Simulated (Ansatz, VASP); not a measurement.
**B: VASP beside Ansatz**

```
B
1.0
     0.00000    2.01604    2.01604
     2.01604    0.00000    2.01604
     2.01604    2.01604    0.00000
B
2
Cartesian
  0.0000 0.0000 0.0000
  1.0080 1.0080 1.0080
```

Alike in both runs: functional PBEsol; k mesh 24 × 24 × 24; occupations gaussian, width 0.1 eV; no spin polarisation.

Ansatz relaxed the structure, and its values are those at the end. VASP's run is a single point on that final structure, the one shown.

```csv
,VASP,Ansatz
version,VASP 6.6.1,Ansatz 0.2.0
potentials or method,"VASP PAW PBE potentials, release 64 (B), cutoff 500 eV","scalar-relativistic, plane waves, PAW"
valence electrons in the cell,6,6
```

|  | VASP | Ansatz | Ansatz less VASP |
| --- | --- | --- | --- |
| gap on the k mesh at the Fermi level (eV) | none | none | - |
| pressure (GPa) | 0.2 | 0.0 | -0.24 |

VASP's potentials were made for PBE, not for PBEsol. A gap of «none» marks a metal or a gap that the smearing closes. The functional is the same, so the differences come from potentials, cutoffs and numerics.
